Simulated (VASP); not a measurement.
**Fe: single point with PBE**

Fe:

```xyz
1
Lattice="-1.4295 1.4295 1.4295 1.4295 -1.4295 1.4295 1.4295 1.4295 -1.4295" Properties=species:S:1:pos:R:3 pbc="T T T"
Fe    0.0000    0.0000    0.0000
```

```json
{
  "Program": "VASP 6.6.1",
  "Task": "single point",
  "Functional": "PBE",
  "Potentials or basis": "VASP PAW PBE potentials, release 64 (Fe)",
  "Cutoff": "520 eV",
  "k mesh": "24 × 24 × 24",
  "Occupations": "fermi-dirac, width 0.0612256 eV",
  "Spin": "collinear spin, ferromagnetic start",
  "Starting moments": "[2.5] μB"
}
```

- Pressure: -5.4 GPa
- Net moment: 2.24 μB per cell
- Site moments: Fe +2.24 μB
- Valence electrons inside the program's atomic spheres: Fe 7.21

Levels at points of the mesh, in eV from the Fermi level:
Spin up:
```
           k point  band 3  band 4  band 5  band 6  band 7  band 8
(0.00, 0.00, 0.00)   -2.24   -2.24   -1.08   -1.08   24.76   24.76
(0.50, 0.00, 0.00)   -1.02   -0.90    0.33    0.54    7.12   18.14
(0.50, 0.50, 0.50)    0.08    0.08    0.08    9.75    9.75    9.75
```
Spin down:
| k point | band 1 | band 2 | band 3 | band 4 | band 5 | band 6 |
| --- | --- | --- | --- | --- | --- | --- |
| (0.00, 0.00, 0.00) | -8.09 | -0.28 | -0.28 | -0.28 | 1.70 | 1.70 |
| (0.50, 0.00, 0.00) | -3.46 | -1.52 | 0.64 | 1.56 | 1.95 | 2.60 |
| (0.50, 0.50, 0.50) | -2.82 | -2.82 | 2.31 | 2.31 | 2.31 | 10.02 |

It took 68 s on 1 thread of Intel(R) Xeon(R) Platinum 8488C (Sapphire Rapids), with other jobs on the host, peak memory 0.21 GiB.
